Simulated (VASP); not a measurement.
## BeS: single point with PBE

The system is BeS.

```
Be S
1.0
     0.08111    2.39840    2.39840
     2.39840    0.08111    2.39840
     2.39840    2.39840    0.08111
Be S
1 1
Direct
  0.00000 0.00000 0.00000
  0.50000 0.50000 0.50000
```

This cell differs from its parent crystal: strain along [111] +5.2%.

| Quantity | Value |
| --- | --- |
| Program | VASP 6.6.1 |
| Task | single point |
| Functional | PBE |
| Potentials or basis | VASP PAW PBE potentials, release 64 (Be, S) |
| Cutoff | 520 eV |
| k mesh | 10 × 10 × 10 |
| Occupations | fermi-dirac, width 0.02 eV |
| Spin | no spin polarisation |

| Item | Value |
| --- | --- |
| Pressure | -5.2 GPa |
| Band gap on the k mesh | 0.74 eV (least direct gap 3.58 eV) |

Stress tensor (GPa, compression positive):
```
-5.24 -3.75 -3.75
-3.75 -5.24 -3.75
-3.75 -3.75 -5.24
```

Levels at points of the mesh, in eV from the valence-band top:
```tsv
k point	band 1	band 2	band 3	band 4	band 5	band 6	band 7	band 8	band 9
(0.00, 0.00, 0.00)	-14.84	-0.97	-0.21	-0.21	4.41	8.16	9.05	9.05	9.09
(0.50, 0.00, 0.00)	-12.68	-6.96	-0.91	-0.60	3.26	3.92	3.93	9.38	14.23
(0.50, 0.50, 0.00)	-11.82	-6.55	-3.43	-2.85	0.74	4.41	11.00	11.12	12.72
(0.50, 0.50, 0.50)	-12.98	-7.22	-0.34	-0.34	4.23	4.23	4.37	9.88	14.84
```

Wall time 51 s on 1 thread of Intel Xeon 8259CL, with other jobs on the host, peak memory 0.17 GiB.

Caveat: the cell differs from its parent crystal (strain along [111] +5.2%); the cell stands under tension. A k mesh can miss the band edges.
